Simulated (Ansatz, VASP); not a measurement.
One calculation of HgTe, two programs

POSCAR

```
HgTe
1.0
    0.0000000000      3.2416634152      3.2416634152
    3.2416634152      0.0000000000      3.2416634152
    3.2416634152      3.2416634152      0.0000000000
Hg Te
1 1
Direct
    0.0000000000      0.0000000000      0.0000000000
    0.2500000000      0.2500000000      0.2500000000
```

The input INCAR.step1:

```
PREC = Accurate ; ENCUT = 520
ISMEAR = 0 ; SIGMA = 0.05
LREAL = False ; LASPH = True
NELM = 100 ; NBANDS = 16
GGA = PE ; ALGO = Normal
EDIFF = 1E-4 ; LWAVE = True
LCHARG = False
```

The input INCAR.step2:

```
PREC = Accurate ; ENCUT = 520
EDIFF = 1E-7 ; ISMEAR = 0
SIGMA = 0.05 ; LREAL = False
LASPH = True ; NELM = 100
ALGO = Normal ; ISIF = 2
LWAVE = False ; LCHARG = True
METAGGA = R2SCAN ; LMIXTAU = True
LELF = True ; LVHAR = True
NBANDS = 16 ; ISTART = 1
```

Contents of KPOINTS:

```
regular mesh
0
Gamma
  10 10 10
```

Input for Ansatz:

```yaml
crystal:
  lattice:
    - [0.0, 3.2416634152, 3.2416634152]
    - [3.2416634152, 0.0, 3.2416634152]
    - [3.2416634152, 3.2416634152, 0.0]
  atoms:
    - { symbol: Hg, position: [0.0, 0.0, 0.0] }
    - { symbol: Te, position: [0.25, 0.25, 0.25] }
basis:
  ecutwfc: 500
  ecutrho_ratio: 4
kpoints:
  mp_grid: { grid: [10, 10, 10] }
hamiltonian:
  xc: r2scan
scf:
  occupations: { method: gaussian, width: 0.05 }
output:
  forces: true
  stress: true
  eigenvalues: true
```

Alike in both runs: task single point; functional r2SCAN; k mesh 10 × 10 × 10; occupations gaussian, width 0.05 eV; no spin polarisation.

|  | VASP | Ansatz |
| --- | --- | --- |
| version | VASP 6.6.1 | Ansatz 0.2.0 |
| potentials or method | VASP PAW PBE potentials, release 64 (Hg, Te), cutoff 520 eV | scalar-relativistic, plane waves, PAW |
| valence electrons in the cell | 18 | 36 |

Ansatz gave:

* gap on the k mesh at the Fermi level (eV): none
* pressure (GPa): 1.8

Estimate VASP's values.

gap on the k mesh at the Fermi level (eV): none; pressure (GPa): 1.9.

VASP's potentials were made for PBE, not for r2SCAN. A gap of «none» marks a metal or a gap that the smearing closes. The functional is the same, so the differences come from potentials, cutoffs and numerics. VASP's potentials hold 18 valence electrons a cell and Ansatz's 36, so a difference there can come from the potentials and not from the codes.

Neither program's run includes spin-orbit coupling.
